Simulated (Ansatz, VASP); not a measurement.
## One calculation of Cd3Cl2, two programs

```xyz
10
Lattice="-0.0033 5.4283 5.4288 5.4323 -0.0037 5.4292 5.4334 5.4298 -0.0048" Properties=species:S:1:pos:R:3 pbc="T T T"
Cd    6.0173    8.1253    8.1274
Cd   10.2782    8.1483    8.1429
Cd    8.1483    8.1417    6.0055
Cd    8.1343    8.1438   10.2715
Cd    8.1392   10.2756    8.1431
Cd    8.1610    6.0041    8.1439
Cl    4.0436    1.3872    4.0424
Cl    1.3856    1.3896    1.3897
Cl    1.3911    4.0467    4.0440
Cl    4.0449    4.0370    1.3825
```

Change from the starting cell: cell x1, atoms moved at random (sigma 0.1 Å) and cell strained at random (1.5 %), then relaxed without symmetry.

Alike in both runs: functional PBE; k mesh 2 × 2 × 2; occupations gaussian, width 0.1 eV; no spin polarisation.

Ansatz relaxed the structure, and its values are those at the end. VASP's run is a single point on that final structure, the one shown.

|  | VASP | Ansatz |
| --- | --- | --- |
| version | VASP 6.6.1 | Ansatz 0.2.0 |
| potentials or method | VASP PAW PBE potentials, release 64 (Cd, Cl), cutoff 520 eV | scalar-relativistic, plane waves, PAW |
| valence electrons in the cell | 100 | 148 |

|  | VASP | Ansatz | Ansatz less VASP |
| --- | --- | --- | --- |
| gap on the k mesh at the Fermi level (eV) | 1.42 | 1.43 | +0.007 |
| least direct gap on the mesh (eV) | 1.49 | 1.50 | +0.005 |
| pressure (GPa) | 0.1 | 0.0 | -0.12 |
| rms of the force components (eV/Å) | 0.006 | 0.005 | -0.0007 |

With one functional, cell and mesh, what is left measures potentials, basis and numerics. VASP's potentials hold 100 valence electrons a cell and Ansatz's 148, so a difference there can come from the potentials and not from the codes.

The k mesh is coarse, so the values compare programs but aren't converged.
